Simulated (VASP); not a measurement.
A run of VASP 6.6.1:

The input INCAR:

```
PREC     = Accurate       # precision mode
ENCUT    = 590            # plane-wave cutoff, eV
EDIFF    = 1E-6           # SCF threshold, eV
ISMEAR   = 0              # smearing method
SIGMA    = 0.1            # smearing width, eV
LREAL    = F              # projectors in reciprocal space
LASPH    = T              # aspherical terms in the spheres
NELM     = 200            # most SCF steps
ALGO     = Normal         # electronic algorithm
ISIF     = 2              # what is computed and relaxed
LWAVE    = F              # write WAVECAR
LCHARG   = F              # write CHGCAR
ISPIN    = 2              # spin polarisation
MAGMOM   = 0.73 0.73      # initial moments
LORBIT   = 11             # projections on sites
LMAXMIX  = 4              # l up to which the mixer works
GGA      = PE             # functional
NBANDS   = 29             # bands
GGA_COMPAT= F
```

The input KPOINTS:

```
regular mesh
0
Gamma
  8 8 6
```

POSCAR

```
Ni
1.0
    1.2182779834     -3.8228003562      0.0000000000
    1.2182779834      3.8228003562      0.0000000000
    0.0000000000      0.0000000000      2.4657146169
Ni
2
Direct
    0.8648659886      0.1351340114      0.2500000000
    0.1351340114      0.8648659886      0.7500000000
```

Potentials or basis: VASP PAW PBE potentials, release 64 (Ni_sv_GW).

Launch:

```console
$ cat potpaw_PBE.64/Ni_sv_GW/POTCAR > POTCAR
$ mpirun -np 1 vasp_std > vasp.out
```

Hardware: 1 thread of AMD EPYC 7R43 64-Core Processor (Zen 3), with other jobs on the host.

Task: Estimate the wall time of this run.

Result: Run time: 3.4 min on 1 thread of AMD EPYC 7R43 64-Core Processor (Zen 3) (shared host), peak memory 0.21 GiB. Counts: scf iterations 14, k points 84.
